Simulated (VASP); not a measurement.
The system is BaTiO3.

```
Ba Ti O
1.0
     2.86319    1.65306    2.35650
    -2.86319    1.65306    2.35650
     0.00000   -3.30613    2.35650
Ba Ti O
1 1 3
Direct
  0.99460 0.99460 0.99460
  0.48035 0.48035 0.48035
  0.51120 0.51120 0.02185
  0.02185 0.51120 0.51120
  0.51120 0.02185 0.51120
```

```yaml
Program: VASP 6.6.1
Task: relaxation of cell and atoms
Functional: PBEsol
Potentials_or_basis: VASP PAW PBE potentials, release 64 (Ba_sv, Ti_sv, O)
Cutoff: 600 eV
k_mesh: 6 × 6 × 6
Occupations: fermi-dirac, width 0.02 eV
Spin: no spin polarisation
```

At the start: pressure -4.4 GPa; volume 13.38 Å³/atom.

Problem. How do energy, volume and symmetry change on relaxing?

Solution. Over 20 steps the energy falls by 7.8 meV/atom and the volume is 12.84 Å³/atom (-4.0 %); space group R3m (No. 160, to 0.1 Å) before and after.

Step by step:
```
step  energy change (eV)  largest force (eV/Å)  pressure (GPa)  volume (Å³)
   1              0.0000                0.0413           -4.36        66.92
   2             -0.0003                0.7038            4.67        63.45
   3             -0.0249                0.3410           -0.07        65.15
   4             -0.0338                0.1780            0.01        64.68
   5             -0.0365                0.1158            0.33        64.14
   6             -0.0366                0.1113            0.32        64.21
   7             -0.0378                0.0730           -0.38        64.41
   8             -0.0379                0.0666           -0.48        64.45
   9             -0.0387                0.0314           -0.13        64.30
  10             -0.0387                0.0224           -0.05        64.26
  11             -0.0387                0.0265            0.01        64.25
  12             -0.0387                0.0237            0.01        64.25
  13             -0.0388                0.0160           -0.01        64.23
  14             -0.0388                0.0089           -0.01        64.21
  15             -0.0388                0.0076            0.01        64.21
  16             -0.0388                0.0119            0.01        64.22
  17             -0.0388                0.0093            0.01        64.22
  18             -0.0388                0.0089           -0.01        64.22
  19             -0.0388                0.0084           -0.01        64.21
  20             -0.0388                0.0043           -0.01        64.21
```

Final structure:
```cif
data_structure
_symmetry_space_group_name_H-M 'P 1'
_symmetry_Int_Tables_number 1
_cell_length_a 4.0044
_cell_length_b 4.0044
_cell_length_c 4.0044
_cell_angle_alpha 89.864
_cell_angle_beta 89.864
_cell_angle_gamma 89.864
_cell_volume 64.21
loop_
_atom_site_label
_atom_site_type_symbol
_atom_site_fract_x
_atom_site_fract_y
_atom_site_fract_z
_atom_site_occupancy
Ba1 Ba 0.99791 0.99791 0.99791 1
Ti1 Ti 0.48579 0.48579 0.48579 1
O1 O 0.50940 0.50940 0.01670 1
O2 O 0.01670 0.50940 0.50940 1
O3 O 0.50940 0.01670 0.50940 1
```

Caveat: the PAW data sets were made with another functional, which shifts forces and pressure a little.
